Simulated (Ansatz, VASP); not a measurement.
Two plane-wave programs on Cs2TlF3

```xyz
6
Lattice="4.3856 0.0000 0.0000 -2.1928 3.7980 0.0000 0.0000 0.0000 8.9708" Properties=species:S:1:pos:R:3 pbc="T T T"
Cs    2.1928    1.2660    2.9062
Cs    2.1928    1.2660    6.0646
Tl    0.0000    0.0000    0.0000
F     0.0000    0.0000    4.4854
F     0.0000    2.5320    0.0000
F     0.0000    2.5320    4.4854
```

Alike in both runs: task single point; functional r2SCAN; dispersion rVV10; k mesh 12 × 12 × 4; occupations fermi-dirac, width 0.03 eV; no spin polarisation.

|  | VASP | Ansatz |
| --- | --- | --- |
| version | VASP 6.6.1 | Ansatz 0.2.0 |
| potentials or method | VASP PAW PBE potentials, release 64 (Cs_sv, Tl_d, F) | plane waves, PAW |
| plane-wave cutoff (eV) | 520 | 500 |
| valence electrons in the cell | 52 | 52 |

```tsv
	VASP	Ansatz	Ansatz less VASP
gap on the k mesh at the Fermi level (eV)	1.25	1.28	+0.022
pressure (GPa)	0.1	0.0	-0.13
rms of the force components (eV/Å)	0.020	0.002	-0.0180
```

VASP's potentials were made for PBE, not for r2SCAN. Atom by atom the forces differ by 0.021 eV/Å (rms over components).

Spin-orbit coupling is off throughout.
